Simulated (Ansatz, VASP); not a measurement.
## Ba in VASP and in Ansatz

```
Ba
1.0
     4.40484    0.00000    0.00000
    -2.20242    3.81470    0.00000
     0.00000    0.00000    7.22829
Ba
2
Direct
  0.33333 0.66667 0.25000
  0.66667 0.33333 0.75000
```

Alike in both runs: task single point; functional RPBE; k mesh 9 × 9 × 5; occupations fermi-dirac, width 0.1 eV; no spin polarisation.

```csv
,VASP,Ansatz
version,VASP 6.6.1,Ansatz 0.2.0
potentials or method,"VASP PAW PBE potentials, release 64 (Ba_sv), cutoff 520 eV","plane waves (420 eV) with PAW, scalar-relativistic"
valence electrons in the cell,20,20
```

|  | VASP | Ansatz | Ansatz less VASP |
| --- | --- | --- | --- |
| pressure (GPa) | 1.2 | 1.2 | -0.06 |

VASP's potentials were made for PBE, not for RPBE. The functional is the same, so the differences come from potentials, cutoffs and numerics.

Neither program's run includes spin-orbit coupling.
